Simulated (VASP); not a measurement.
Here is a VASP 6.6.1 calculation.

File INCAR:

```
ALGO = Normal
EDIFF = 1E-8
ENCUT = 520
GGA = PE
ISIF = 2
ISMEAR = -1
LASPH = True
LCHARG = False
LEFG = True
LREAL = False
LWAVE = False
NBANDS = 8
NELM = 60
PREC = Accurate
SIGMA = 0.05
```

KPOINTS

```
k-points
0
Gamma
  19 19 19
```

Contents of POSCAR:

```
Sb
1.0
   -1.5248049028      1.5248049028      2.5126353215
    1.5248049028     -1.5248049028      2.5126353215
    1.5248049028      1.5248049028     -2.5126353215
Sb
1
Direct
    0.0000000000      0.0000000000      0.0000000000
```

Potentials or basis: VASP PAW PBE potentials, release 64 (Sb).

Launch:

```console
$ cat potpaw_PBE.64/Sb/POTCAR > POTCAR
$ mpirun -np 1 vasp_std > vasp.out
```

Problem. Estimate the pressure.

Solution. 14.2 GPa.

Electric field gradients, principal values (V/Å²):
```csv
atom,least,middle,greatest (by size)
1 Sb,-19.650,-19.650,39.301
```

Caveat: without QUAD_EFG the Cq values of the log hold for a quadrupole moment of 1 mb, not for the nuclei.
